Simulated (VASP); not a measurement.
Write the native input for VASP 6.6.1 that does the following.

```yaml
Task: relaxation of cell and atoms
Functional: PBE
Potentials_or_basis: VASP PAW PBE potentials, release 64 (Co, Si)
Cutoff: 600 eV
k_mesh: 20 × 20 × 20
Occupations: gaussian, width 0.1 eV
Spin: no spin polarisation
Dipole_correction: no
Further_INCAR_settings: ALGO = Normal; EDIFF = 1e-06; IBRION = 2; EDIFFG = -0.01; NSW = 100; ISIF = 3
```

The structure of CoSi lies in POSCAR:

```
CoSi
1.0
    2.8522732086      0.0000000000      0.0000000000
    0.0000000000      2.8522732086      0.0000000000
    0.0000000000      0.0000000000      2.6406692787
Co Si
1 1
Direct
    0.5000000000      0.5000000000      0.0000000000
    0.0000000000      0.0000000000      0.5000000000
```

One way to write it, as run:

INCAR

```
SYSTEM = CoSi
  ALGO = Normal
  EDIFF = 1E-6
  EDIFFG = -0.01
  ENCUT = 600
  GGA = PE
  IBRION = 2
  ISIF = 3
  ISMEAR = 0
  LASPH = .TRUE.
  LCHARG = .FALSE.
  LREAL = .FALSE.
  LWAVE = .FALSE.
  NELM = 60
  NSW = 100
  PREC = Accurate
  SIGMA = 0.1
```

KPOINTS

```
k-points
0
G
  20 20 20
  0 0 0
```

Potentials or basis: VASP PAW PBE potentials, release 64 (Co, Si).

Launch:

```sh
$ cat potpaw_PBE.64/Co/POTCAR potpaw_PBE.64/Si/POTCAR > POTCAR
$ mpirun -np 1 vasp_std > vasp.out
```

It gave:

```
Relaxed volume                        : 10.73 Å³/atom
Relaxed cell                          : a = 2.837 Å, b = 2.837 Å, c = 2.666 Å, α = 90.00°, β = 90.00°, γ = 90.00°
Space group after relaxing (to 0.1 Å) : P4/mmm (No. 123)
Energy gained by relaxing             : 0.6 meV/atom
Ionic steps                           : 6
Pressure after relaxing               : -0.1 GPa
Band gap on the k mesh                : zero (an odd number of electrons rules out a gap without spin polarisation)
```

Caveat: the run has no spin polarisation, though such a crystal can be magnetic.

Run time: 5.7 min on 1 thread of Intel(R) Xeon(R) Platinum 8375C CPU @ 2.90GHz (Ice Lake), with other jobs on the host, peak memory 0.35 GiB.
